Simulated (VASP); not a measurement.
A run of VASP 6.6.1 is set up as follows.

INCAR

```
SYSTEM = SrO
ALGO     = Normal         ! electronic algorithm
EDIFF    = 1E-6           ! SCF threshold, eV
ENCUT    = 520            ! plane-wave cutoff, eV
GGA      = PE             ! functional
ISIF     = 2              ! what is computed and relaxed
ISMEAR   = 0              ! smearing method
LASPH    = .TRUE.         ! aspherical terms in the spheres
LCHARG   = .FALSE.        ! write CHGCAR
LREAL    = .FALSE.        ! projectors in reciprocal space
LWAVE    = .FALSE.        ! write WAVECAR
NBANDS   = 24             ! bands
NELM     = 60             ! most SCF steps
PREC     = Accurate       ! precision mode
SIGMA    = 0.05           ! smearing width, eV
```

The input KPOINTS:

```
k-points
0
G
  8 8 10
  0 0 0
```

The input POSCAR:

```
SrO
1.0
    4.4526753005      0.0000000000      0.0000000000
    0.0000000000      4.4526753005      0.0000000000
    0.0000000000      0.0000000000      3.5052207439
Sr O
2 2
Direct
    0.5000000000      0.0000000000      0.2856272707
    0.0000000000      0.5000000000      0.7143727293
    0.0000000000      0.0000000000      0.0000000000
    0.5000000000      0.5000000000      0.0000000000
```

Potentials or basis: VASP PAW PBE potentials, release 64 (Sr_sv, O).

The run is started by

```console
$ cat potpaw_PBE.64/Sr_sv/POTCAR potpaw_PBE.64/O/POTCAR > POTCAR
$ mpirun -np 1 vasp_std > vasp.out
```

(1) What does it give for the largest force?

(2) Estimate the band gap on the k mesh.

Results:

(1) 0.074 eV/Å.

(2) 2.85 eV, indirect (least direct gap 2.91 eV).
